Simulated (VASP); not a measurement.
AlRu:

```xyz
2
Lattice="2.9916 0.0000 0.0000 0.0000 2.9916 0.0000 0.0000 0.0000 2.9916" Properties=species:S:1:pos:R:3 pbc="T T T"
Ru    1.4958    1.4958    1.4958
Al    0.0000    0.0000    0.0000
```

Base run:

* Program: VASP 6.6.1
* Functional: r2SCAN
* Potentials or basis: VASP PAW PBE potentials, release 64 (Ru_sv, Al)
* Cutoff: 660 eV
* k mesh: 9 × 9 × 9
* Occupations: gaussian, width 0.05 eV
* Spin: no spin polarisation
* Hubbard terms: Ru d U = 3.5 eV

Its results: pressure -2.3 GPa.

Q: The run is repeated on the same cell with these changes: potentials or basis from VASP PAW PBE potentials, release 64 (Ru_sv, Al) to VASP PAW PBE potentials, release 64 (Ru_pv, Al); cutoff from 660 eV to 520 eV; valence electrons from 19 to 17. What comes out?

A: Pressure -3.7 GPa.

Caveats: the PAW data sets were made with another functional, which shifts forces and pressure a little; U without spin polarisation on a metal has little footing; the U is typed as a test and isn't derived for this compound.
